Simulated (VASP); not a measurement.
Set up this calculation in VASP 6.6.1, as the native input.

```yaml
Task: single point
Functional: PBE
Dispersion: D3(BJ)
Potentials_or_basis: VASP PAW PBE potentials, release 64 (Sn_d, O)
Cutoff: 520 eV
k_mesh: 7 × 7 × 1
Occupations: gaussian, width 0.05 eV
Spin: no spin polarisation
Dipole_correction: yes
Further_INCAR_settings: ALGO = Normal; EDIFF = 1e-06; NBANDS = 50
```

The structure of SnO lies in POSCAR:

```
SnO
1.0
    3.8201631401      0.0000000000      0.0000000000
    0.0000000000      3.8201631401      0.0000000000
    0.0000000000      0.0000000000     22.2260824966
Sn O
4 4
Direct
    0.7500000000      0.2500000000      0.2024648294
    0.2500000000      0.7500000000      0.3087832167
    0.3750000000      1.1250000000      0.4932511724
   -0.1250000000      1.6250000000      0.5995695597
    0.2500000000      0.2500000000      0.2556240230
    0.7500000000      0.7500000000      0.2556240230
   -0.1250000000      1.1250000000      0.5464103660
    0.3750000000      1.6250000000      0.5464103660
```

This cell differs from its parent crystal: layers slid over each other.

One way to write it, as run:

INCAR

```
SYSTEM = SnO
PREC = Accurate ; ENCUT = 520
EDIFF = 1E-6 ; ISMEAR = 0
SIGMA = 0.05 ; LREAL = .False.
LASPH = .True. ; NELM = 60
ALGO = Normal ; ISIF = 2
LWAVE = .False. ; LCHARG = .False.
LDIPOL = .True. ; IDIPOL = 3
DIPOL = 0.5 0.5 0.401 ; GGA = PE
IVDW = 12 ; NBANDS = 50
```

KPOINTS

```
Automatic mesh
0
Gamma
  7 7 1
  0 0 0
```

Potentials or basis: VASP PAW PBE potentials, release 64 (Sn_d, O).

The run is started by

```console
$ cat potpaw_PBE.64/Sn_d/POTCAR potpaw_PBE.64/O/POTCAR > POTCAR
$ mpirun -np 1 vasp_std > vasp.out
```

It gave:

The largest force is 0.126 eV/Å. The band gap on the k mesh is 2.44 eV (least direct gap 2.55 eV) and the dispersion energy per atom is -0.156 eV.

Caveat: the cell differs from its parent crystal (layers slid over each other); spin-orbit coupling is left out, which moves the levels of the heavy elements.

Wall time 6.8 min on 1 thread of Intel(R) Xeon(R) Platinum 8488C (Sapphire Rapids), on a shared host, peak memory 0.51 GiB.
